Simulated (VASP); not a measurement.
Input of a VASP 6.6.1 run:

INCAR

```
SYSTEM = BN
  PREC = Accurate
  ENCUT = 600
  EDIFF = 1E-6
  ISMEAR = 0
  SIGMA = 0.01
  LREAL = .False.
  LASPH = .True.
  NELM = 120
  ALGO = Normal
  ISIF = 2
  LWAVE = .False.
  LCHARG = .True.
  GGA = CA
  LELF = .True.
  LVHAR = .True.
  NBANDS = 16
  GGA_COMPAT = .False.
```

Contents of KPOINTS:

```
regular mesh
0
Gamma
  10 10 4
  0 0 0
```

Contents of POSCAR:

```
BN
1.0
    2.4725029513      0.0000000000      0.0000000000
   -1.2362514756      2.1412503668      0.0000000000
    0.0000000000      0.0000000000      5.5951223264
B N
2 2
Direct
    0.3333333333      0.6666666667      0.2500000000
    0.6666666667      0.3333333333      0.7500000000
    0.3333333333      0.6666666667      0.7500000000
    0.6666666667      0.3333333333      0.2500000000
```

Potentials or basis: VASP PAW LDA potentials, release 64 (B, N).

Launch:

```sh
$ cat potpaw_LDA.64/B/POTCAR potpaw_LDA.64/N/POTCAR > POTCAR
$ mpirun -np 1 vasp_std > vasp.out
```

Question: What does it give for the pressure?

Answer: 10.3 GPa.

Question: What does it give for the band gap on the k mesh?

Answer: 3.88 eV, indirect (least direct gap 4.18 eV).

Stress tensor (GPa, compression positive):
```
10.67  0.00  0.00
 0.00 10.67  0.00
 0.00  0.00  9.68
```

A k mesh can miss the band edges. As with any semilocal functional, this LDA gap is likely too small.
